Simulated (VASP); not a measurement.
Al, 1 atom in the cell. The structure is cubic, space group Fm-3m (No. 225). The conventional cell has a = 4.050 Å, b = 4.050 Å, c = 4.050 Å, α = 90.00°, β = 90.00°, γ = 90.00°. Within 3.8 Å of Al (site symmetry m-3m) lie 12 Al at 2.86 Å. 

```yaml
Program: VASP 6.6.1
Task: elastic constants
Functional: LDA
Potentials_or_basis: VASP PAW LDA potentials, release 64 (Al)
Cutoff: 600 eV
k_mesh: 8 × 8 × 8
Occupations: fermi-dirac, width 0.05 eV
Spin: no spin polarisation
Dipole_correction: no
Ions_in_elastic_constants: relaxed
Further_INCAR_settings: ALGO = Fast; EDIFF = 1e-08; NBANDS = 8; IBRION = 6; POTIM = 0.015; NSW = 1; ISIF = 3
```

Potentials or basis: VASP PAW LDA potentials, release 64 (Al).

Command:

```sh
$ cat potpaw_LDA.64/Al/POTCAR > POTCAR
$ mpirun -np 1 vasp_std > vasp.out
```

Hardware: 1 thread of Intel(R) Xeon(R) Platinum 8488C (Sapphire Rapids), with other jobs on the host.

Question: How long does it take, and how much memory?

Answer: Run time: 43 s on 1 thread of Intel(R) Xeon(R) Platinum 8488C (Sapphire Rapids) (shared host), peak memory 0.16 GiB. Counts: scf iterations 112, k points 29.
